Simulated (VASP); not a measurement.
# S in VASP: settings compared, part 2 of 2

VASP 6.6.1.

## Step 3: Single point, r2SCAN

This run uses another cell than the first one, of 23.15 Å³/atom.

Contents of POSCAR:

```
S
1.0
    5.3612126934      3.0952975917      1.3949463270
   -5.3612126934      3.0952975917      1.3949463270
    0.0000000000     -6.1905951835      1.3949463269
S
6
Direct
    0.2551978007      0.1485570036      0.9142443507
    0.9142443507      0.2551978007      0.1485570036
    0.1485570036      0.9142443507      0.2551978007
    0.7448021993      0.8514429964      0.0857556493
    0.0857556493      0.7448021993      0.8514429964
    0.8514429964      0.0857556493      0.7448021993
```

Contents of INCAR.step1:

```
SYSTEM = S
PREC = Accurate
ENCUT = 520
ISMEAR = 0
SIGMA = 0.01
LREAL = .FALSE.
LASPH = .TRUE.
NELM = 100
NBANDS = 27
GGA = PE
ALGO = Normal
EDIFF = 1E-4
LWAVE = .TRUE.
LCHARG = .FALSE.
```

Contents of INCAR.step2:

```
SYSTEM = S
PREC = Accurate
ENCUT = 520
EDIFF = 1E-6
ISMEAR = 0
SIGMA = 0.01
LREAL = .FALSE.
LASPH = .TRUE.
NELM = 100
ALGO = Normal
ISIF = 2
LWAVE = .FALSE.
LCHARG = .FALSE.
METAGGA = R2SCAN
LMIXTAU = .TRUE.
NBANDS = 27
ISTART = 1
```

Contents of KPOINTS:

```
Automatic mesh
0
G
  6 6 6
  0 0 0
```

Potentials or basis: VASP PAW PBE potentials, release 64 (S).

Started as:

```
$ cat potpaw_PBE.64/S/POTCAR > POTCAR
$ cp INCAR.step1 INCAR
$ mpirun -np 1 vasp_std > vasp.out
$ cp INCAR.step2 INCAR
$ mpirun -np 1 vasp_std > vasp.out
```

OUTCAR:

```text
SYSTEM = S
   PREC = Accurate
   ENCUT = 520
   EDIFF = 1E-6
   ISMEAR = 0
   LREAL = .FALSE.
   LASPH = .TRUE.
   NELM = 100
   ISIF = 2
   METAGGA = R2SCAN
   ISTART = 1

 ion  position               nearest neighbor table
   1  0.255  0.149  0.914-   5 2.07   6 2.07
   2  0.914  0.255  0.149-   4 2.07   6 2.07
   3  0.149  0.914  0.255-   4 2.07   5 2.07
   4  0.745  0.851  0.086-   2 2.07   3 2.07
   5  0.086  0.745  0.851-   1 2.07   3 2.07
   6  0.851  0.086  0.745-   1 2.07   2 2.07

  LATTYP: Found a trigonal (rhomboedric) cell.
 ALAT       =     6.3458131063
 COS(alpha) =    -0.4275177444

  Lattice vectors:

 A1 = (   5.3612126934,   3.0952975917,   1.3949463270)
 A2 = (  -5.3612126934,   3.0952975917,   1.3949463270)
 A3 = (   0.0000000000,  -6.1905951835,   1.3949463269)

Analysis of symmetry for initial positions (statically):
=====================================================================
 Subroutine PRICEL returns:
 Original cell was already a primitive cell.

 Routine SETGRP: Setting up the symmetry group for a
 trigonal (rhombohedral) supercell.

 Subroutine GETGRP returns: Found  6 space group operations
 (whereof  6 operations were pure point group operations)
 out of a pool of 12 trial point group operations.

The static configuration has the point symmetry S_6 .

Analysis of symmetry for dynamics (positions and initial velocities):
=====================================================================
 Subroutine PRICEL returns:
 Original cell was already a primitive cell.

 Routine SETGRP: Setting up the symmetry group for a
 trigonal (rhombohedral) supercell.

 Subroutine GETGRP returns: Found  6 space group operations
 (whereof  6 operations were pure point group operations)
 out of a pool of 12 trial point group operations.

The dynamic configuration has the point symmetry S_6 .

 Subroutine INISYM returns: Found  6 space group operations
 (whereof  6 operations are pure point group operations),
 and found     1 'primitive' translations

----------------------------------------------------------------------------------------

                                     Primitive cell

  volume of cell :     138.8910

  direct lattice vectors                    reciprocal lattice vectors
     5.361212693  3.095297592  1.394946327     0.093262482  0.053845119  0.238957820
    -5.361212693  3.095297592  1.394946327    -0.093262482  0.053845119  0.238957820
     0.000000000 -6.190595184  1.394946327     0.000000000 -0.107690238  0.238957820

  length of vectors
     6.345813106  6.345813106  6.345813106     0.262103085  0.262103085  0.262103085

  position of ions in fractional coordinates (direct lattice)
     0.255197801  0.148557004  0.914244351
     0.914244351  0.255197801  0.148557004
     0.148557004  0.914244351  0.255197801
     0.744802199  0.851442996  0.085755649
     0.085755649  0.744802199  0.851442996
     0.851442996  0.085755649  0.744802199

  ion indices of the primitive-cell ions
   primitive index   ion index
                 1           1
                 2           2
                 3           3
                 4           4
                 5           5
                 6           6

----------------------------------------------------------------------------------------

 KPOINTS: Automatic mesh

Automatic generation of k-mesh.
 Grid dimensions read from file:
 generate k-points for:    6    6    6

 Generating k-lattice:

  Cartesian coordinates                     Fractional coordinates (reciprocal lattice)
     0.015543747  0.008974186  0.039826303     0.166666667 -0.000000000 -0.000000000
    -0.015543747  0.008974186  0.039826303    -0.000000000  0.166666667 -0.000000000
     0.000000000 -0.017948373  0.039826303     0.000000000  0.000000000  0.166666667

  Length of vectors
     0.043683847  0.043683847  0.043683847

  Shift w.r.t. Gamma in fractional coordinates (k-lattice)
     0.000000000  0.000000000  0.000000000

 Subroutine IBZKPT returns following result:
 ===========================================

 Found     40 irreducible k-points:

 Following reciprocal coordinates:
            Coordinates               Weight
  0.000000  0.000000  0.000000      1.000000
  0.166667 -0.000000  0.000000      6.000000
  0.333333 -0.000000  0.000000      6.000000
  0.500000  0.000000  0.000000      3.000000
  0.166667  0.166667  0.000000      6.000000
  0.333333  0.166667  0.000000      6.000000
[... 16 lines left out ...]
  0.333333  0.333333  0.166667      6.000000
  0.500000  0.333333  0.166667      6.000000
 [... further k-points ...]
   k-points           NKPTS =     40   k-points in BZ     NKDIM =     40   number of bands    NBANDS=     27
   number of dos      NEDOS =    301   number of ions     NIONS =      6
   total plane-waves  NPLWV = 110592
   dimension x,y,z NGX =    48 NGY =   48 NGZ =   48
   dimension x,y,z NGXF=    96 NGYF=   96 NGZF=   96
   ions per type =               6
   NGX,Y,Z   is equivalent  to a cutoff of  12.57, 12.57, 12.57 a.u.
   NGXF,Y,Z  is equivalent  to a cutoff of  25.15, 25.15, 25.15 a.u.
 SYSTEM =  S
   PREC   = accura    normal or accurate (medium, high low for compatibility)
   ISTART =      1    job   : 0-new  1-cont  2-samecut
   ICHARG =      0    charge: 1-file 2-atom 10-const
   ISPIN  =      1    spin polarized calculation?
   LNONCOLLINEAR =      F non collinear calculations
   LSORBIT =      F    spin-orbit coupling
   LASPH  =      T    aspherical Exc in radial PAW
   ENCUT  =  520.0 eV  38.22 Ry    6.18 a.u.  11.80 11.80 11.80*2*pi/ulx,y,z
   NELM   =    100;   NELMIN=  2; NELMDL=  0     # of ELM steps
   EDIFF  = 0.1E-05   stopping-criterion for ELM
   LREAL  =      F    real-space projection
[... 7 lines left out ...]
   TEBEG  =    0.0;   TEEND  =   0.0 temperature during run
   PSTRESS=    0.0 pullay stress
   NELECT =      36.0000    total number of electrons
   NUPDOWN=      -1.0000    fix difference up-down
   EMIN   =  10.00;   EMAX   =-10.00  energy-range for DOS
   EFERMI =   0.00;   METHOD = LEGACY
   ISMEAR =     0;   SIGMA  =   0.01  broadening in eV -4-tet -1-fermi 0-gaus
   EFERMI_NEDOS =   21; number of points for ismear=-14 and -15
   IALGO  =     38    algorithm
   IMIX   =      4    mixing-type and parameters
     AMIX     =   0.40;   BMIX     =  1.00
     AMIX_MAG =   1.60;   BMIX_MAG =  1.00
  volume/ion in A,a.u.               =      23.15       156.21
  Fermi-wavevector in a.u.,A,eV,Ry     =   1.043801  1.972497 14.823819  1.089520
  Thomas-Fermi vector in A             =   2.178526
   LORBIT       =      0    0 simple, 1 ext, 2 COOP (PROOUT), +10 PAW based schemes
   METAGGA = R2SCAN    functional components
   LHFCALC =     F    Hartree Fock is set to
   AEXX    =    0.0000 exact exchange contribution
   IVDW    =     0    specifies the selected vdW correction
   LEPSILON=     F    determine dielectric tensor
   LRPA    =     F    only Hartree local field effects (RPA)
 non-spin polarized calculation
 Gauss-broadening in eV      SIGMA  =   0.01
  energy-cutoff  :      520.00
  volume of cell :      138.89
 maximum number of plane-waves:      3791
   NGX = 23   NGY = 23   NGZ = 23

 number of electron      36.0000002 magnetization

 Free energy of the ion-electron system (eV)
  ---------------------------------------------------
  ext. energy  EPLUGINS =         0.00000000
  ---------------------------------------------------
  free energy    TOTEN  =       -47.85099442 eV

  energy without entropy =      -47.85099442  energy(sigma->0) =      -47.85099442

 E-fermi :   2.9206     XC(G=0):  -9.2713

 val. band max:        2.8733037002   @ k =   0.5000   0.5000   0.5000
 cond. band min:       5.0817876686   @ k =   0.3333  -0.1667  -0.3333
 fundamental gap:      2.2084839684
 Fermi energy:         2.9205778612

 k-point     1 :       0.0000    0.0000    0.0000
  band No.  band energies     occupation
      1     -14.7694      2.00000
      2     -12.6971      2.00000
      3     -12.6971      2.00000
      4      -9.3913      2.00000
      5      -9.3913      2.00000
      6      -6.3826      2.00000
[... 19 lines left out ...]
     26      10.2421      0.00000
     27      10.2483      0.00000
[... 661 lines left out ...]
 k-point    24 :       0.5000    0.3333    0.1667
  band No.  band energies     occupation
      1     -14.5534      2.00000
      2     -13.0471      2.00000
      3     -12.8539      2.00000
      4      -9.3914      2.00000
      5      -9.0728      2.00000
      6      -6.1397      2.00000
[... 19 lines left out ...]
     26       9.9135      0.00000
     27      10.4407      0.00000

 [... further k-points ...]
[... 5 lines left out ...]
  --------------------------------------------------------------------------------------
  -------------------------------------------------------------------------------------
  Total       -0.0212850     -0.0212850      0.4573456      0.0000002     -0.0000000      0.0000000
  in kB       -0.2455336     -0.2455336      5.2757097      0.0000024     -0.0000000      0.0000000
  external PRESSURE =       1.5948808 kB  Pullay stress =       0.0000000 kB

 VOLUME and BASIS-vectors are now :
 -----------------------------------------------------------------------------
  energy-cutoff  :      520.00
  volume of cell :      138.89
      direct lattice vectors                 reciprocal lattice vectors
     5.361212693  3.095297592  1.394946327     0.093262482  0.053845119  0.238957820
    -5.361212693  3.095297592  1.394946327    -0.093262482  0.053845119  0.238957820
     0.000000000 -6.190595184  1.394946327     0.000000000 -0.107690238  0.238957820

 POSITION                                       TOTAL-FORCE (eV/Angst)
 -----------------------------------------------------------------------------------
      0.57172     -4.40998      1.83854        -0.042898     -0.138589     -0.125964
      3.53329      2.70012      1.83854         0.141471      0.032143     -0.125964
     -4.10501      1.70986      1.83854        -0.098572      0.106446     -0.125964
     -0.57172      4.40998      2.34630         0.042898      0.138589      0.125964
     -3.53329     -2.70012      2.34630        -0.141471     -0.032143      0.125964
      4.10501     -1.70986      2.34630         0.098572     -0.106446      0.125964
 -----------------------------------------------------------------------------------
    total drift:                               -0.000000     -0.000000     -0.000000

  FREE ENERGIE OF THE ION-ELECTRON SYSTEM (eV)
  ---------------------------------------------------
  free  energy   TOTEN  =       -47.8509944182 eV

  energy  without entropy=      -47.8509944182  energy(sigma->0) =      -47.85099442
```

It took 7.2 min on 1 thread of AMD EPYC 9R45 (Zen 5), shared host; peak memory 0.37 GiB.

Results:

```yaml
Free_energy: -47.8510 eV
Pressure: 0.2 GPa
Largest_force: 0.192 eV/Å
Band_gap_on_the_k_mesh: 2.21 eV (least direct gap 2.26 eV)
```

Forces on the atoms (eV/Å):
```
S   -0.043 -0.139 -0.126
S    0.141  0.032 -0.126
S   -0.099  0.106 -0.126
S    0.043  0.139  0.126
S   -0.141 -0.032  0.126
S    0.099 -0.106  0.126
```

Caveat: the PAW data sets were made with another functional, which shifts forces and pressure a little. A k mesh can miss the band edges.

## Step 4: Single point, PBE (uniaxial y strain +1.1%)

Contents of INCAR:

```
PREC = Accurate ; ENCUT = 520
EDIFF = 1E-6 ; ISMEAR = -1
SIGMA = 0.02 ; LREAL = F
LASPH = T ; NELM = 80
ALGO = Normal ; ISIF = 2
LWAVE = F ; LCHARG = F
GGA = PE ; NBANDS = 27
```

Contents of KPOINTS:

```
regular mesh
0
Gamma
  6 6 6
```

Contents of POSCAR:

```
S
1.0
    5.3612126934      3.1287268057      1.3949463270
   -5.3612126934      3.1287268057      1.3949463270
    0.0000000000     -6.2574536115      1.3949463269
S
6
Direct
    0.2527306479      0.1459162348      0.9140802784
    0.9143681932      0.2553873064      0.1476632071
    0.1507871545      0.9168169212      0.2550348682
    0.7472693521      0.8540837652      0.0859197216
    0.0856318068      0.7446126936      0.8523367929
    0.8492128455      0.0831830788      0.7449651318
```

Started as:

```
$ cat potpaw_PBE.64/S/POTCAR > POTCAR
$ mpirun -np 1 vasp_std > vasp.out
```

It took 4.9 min on 1 thread of AMD EPYC 9R45 (Zen 5), shared host; peak memory 0.45 GiB.

It converged, with:

```yaml
Free_energy: -24.2410 eV
Pressure: 1.6 GPa
Largest_force: 0.046 eV/Å
Band_gap_on_the_k_mesh: 1.90 eV (least direct gap 2.00 eV)
```

Forces in eV/Å, atoms in the order of the input:
```
S    0.020  0.028  0.029
S   -0.036  0.003  0.028
S    0.017 -0.029  0.029
S   -0.020 -0.028 -0.029
S    0.036 -0.003 -0.028
S   -0.017  0.029 -0.029
```

Stress tensor (GPa, compression positive):
```
1.61 0.00 0.02
0.00 1.38 0.02
0.02 0.02 1.94
```

Levels at points of the mesh, in eV from the valence-band top:
| k point | band 14 | band 15 | band 16 | band 17 | band 18 | band 19 | band 20 | band 21 | band 22 | band 23 |
| --- | --- | --- | --- | --- | --- | --- | --- | --- | --- | --- |
| (0.00, 0.00, 0.00) | -1.28 | -1.07 | -1.06 | -0.93 | -0.92 | 2.14 | 2.19 | 3.27 | 3.30 | 3.59 |
| (0.50, 0.00, 0.00) | -1.71 | -1.42 | -1.21 | -0.81 | -0.23 | 2.27 | 2.69 | 2.87 | 3.67 | 3.85 |
| (0.00, 0.50, 0.00) | -1.69 | -1.39 | -1.21 | -0.84 | -0.25 | 2.29 | 2.70 | 2.83 | 3.68 | 3.84 |
| (0.50, 0.50, 0.00) | -1.56 | -1.40 | -1.27 | -1.12 | -0.79 | 2.05 | 2.66 | 3.20 | 3.20 | 3.92 |
| (0.00, 0.00, 0.50) | -1.68 | -1.41 | -1.21 | -0.80 | -0.23 | 2.34 | 2.69 | 2.85 | 3.69 | 3.80 |
| (0.50, 0.00, 0.50) | -1.54 | -1.38 | -1.29 | -1.13 | -0.78 | 2.10 | 2.69 | 3.17 | 3.18 | 3.91 |
| (0.00, 0.50, 0.50) | -1.56 | -1.40 | -1.26 | -1.12 | -0.76 | 2.07 | 2.68 | 3.16 | 3.19 | 3.90 |
| (0.50, 0.50, 0.50) | -1.80 | -1.78 | -1.35 | -1.33 | 0.00 | 2.00 | 2.01 | 2.66 | 3.93 | 4.72 |

Caveat: the cell differs from its parent crystal (uniaxial y strain +1.1%); this functional lacks dispersion, which holds the molecules together, so the pressure and a relaxed volume are unreliable. A k mesh can miss the band edges.

## Step 5: Overview

| level | cell | smearing | gap on the mesh (eV) | pressure (GPa) | largest force (eV/Å) |
| --- | --- | --- | --- | --- | --- |
| r2SCAN | a = 6.337 Å, angles 115.6°, 6 atoms, atomic positions A | gaussian 0.01 eV | 2.10 | 0.5 | 0.19 |
| r2SCAN | a = 6.346 Å, angles 115.3°, 6 atoms, atomic positions B | gaussian 0.01 eV | 2.21 | 0.2 | 0.19 |
| PBE | a = 6.362, b = 6.362, c = 6.411 Å, angles 115.6, 115.6, 114.8°, 6 atoms, atomic positions C | fermi-dirac 0.02 eV | 1.90 | 1.6 | 0.05 |

Alike in all rows: task single point; potentials or basis VASP PAW PBE potentials, release 64 (S); no spin polarisation; k mesh 6 × 6 × 6; cutoff (eV) 520.

Caveats: the PAW data sets were made with another functional, which shifts forces and pressure a little (at least some runs); this functional lacks dispersion, which holds the molecules together, so the pressure and a relaxed volume are unreliable (at least some runs).

Total energies depend on the potentials used, so only differences within one code and one set of settings carry meaning.
